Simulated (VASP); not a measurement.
Set up this calculation in VASP 6.6.1, as the native input.

* Task: single point
* Functional: PBE
* Potentials or basis: VASP PAW PBE potentials, release 64 (Ba_sv, Te)
* Cutoff: 520 eV
* k mesh: 9 × 9 × 6
* Occupations: gaussian, width 0.02 eV
* Spin: no spin polarisation
* Dipole correction: no
* Further INCAR settings: ALGO = Normal; EDIFF = 1e-06; NBANDS = 15

The structure of BaTe lies in POSCAR:

```
BaTe
1.0
    4.6920492615      0.0000000000      0.0000000000
   -2.3460246308      4.0634338563      0.0000000000
    0.0000000000      0.0000000000      4.3497268824
Ba Te
1 1
Direct
    0.3333333333      0.6666666667      0.5000000000
    0.0000000000      0.0000000000      0.0000000000
```

This cell differs from its parent crystal: volume scaled by 0.94, then relaxed in part.

One way to write it, as run:

INCAR

```
SYSTEM = BaTe
PREC = Accurate ; ENCUT = 520
EDIFF = 1E-6 ; ISMEAR = 0
SIGMA = 0.02 ; LREAL = .FALSE.
LASPH = .TRUE. ; NELM = 80
ALGO = Normal ; ISIF = 2
LWAVE = .FALSE. ; LCHARG = .FALSE.
GGA = PE ; NBANDS = 15
```

KPOINTS

```
Automatic mesh
0
G
  9 9 6
  0 0 0
```

Potentials or basis: VASP PAW PBE potentials, release 64 (Ba_sv, Te).

Run with:

```console
$ cat potpaw_PBE.64/Ba_sv/POTCAR potpaw_PBE.64/Te/POTCAR > POTCAR
$ mpirun -np 1 vasp_std > vasp.out
```

Results of the run:

| Property | Result |
| --- | --- |
| Pressure | 2.3 GPa |
| Band gap on the k mesh | 1.36 eV, direct |

Caveat: spin-orbit coupling is left out, which moves the levels of the heavy elements.

Wall time 34 s on 1 thread of Intel(R) Xeon(R) Platinum 8488C (Sapphire Rapids), on a shared host, peak memory 0.22 GiB.
